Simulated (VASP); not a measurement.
# Co: single point with PBE

Co:

```
Co
1.0
     0.00000    1.79570    1.79570
     1.79570    0.00000    1.79570
     1.79570    1.79570    0.00000
Co
1
Direct
  0.00000 0.00000 0.00000
```

- Program: VASP 6.6.1
- Task: single point
- Functional: PBE
- Potentials or basis: VASP PAW PBE potentials, release 64 (Co)
- Cutoff: 520 eV
- k mesh: 16 × 16 × 16
- Occupations: fermi-dirac, width 0.08 eV
- Spin: collinear spin, ferromagnetic start
- Starting moments: [2.0] μB

```yaml
Pressure: -10.9 GPa
Net_moment: 1.69 μB per cell
Site_moments: Co +1.72 μB
Valence_electrons_inside_the_program's_atomic_spheres: Co 8.15
```

Levels at points of the mesh, in eV from the Fermi level:
Spin up:
```
           k point  band 3  band 4  band 5  band 6  band 7  band 8
(0.00, 0.00, 0.00)   -2.65   -2.65   -1.75   -1.75   22.48   26.32
(0.50, 0.00, 0.00)   -2.79   -0.92   -0.92   -0.26    5.55   21.06
(0.50, 0.50, 0.00)   -1.04   -0.67   -0.67    2.39    8.89   14.22
```
Spin down:
| k point | band 1 | band 2 | band 3 | band 4 | band 5 | band 6 | band 7 | band 8 |
| --- | --- | --- | --- | --- | --- | --- | --- | --- |
| (0.00, 0.00, 0.00) | -8.64 | -1.04 | -1.04 | -1.04 | 0.32 | 0.32 | 22.13 | 26.49 |
| (0.50, 0.00, 0.00) | -4.01 | -1.03 | -1.03 | -0.32 | 1.05 | 1.05 | 6.57 | 20.74 |
| (0.50, 0.50, 0.00) | -3.75 | -3.10 | 1.12 | 1.19 | 1.19 | 2.38 | 9.81 | 14.38 |

It took 34 s on 1 thread of Intel(R) Xeon(R) Platinum 8488C (Sapphire Rapids) (shared host), peak memory 0.15 GiB.
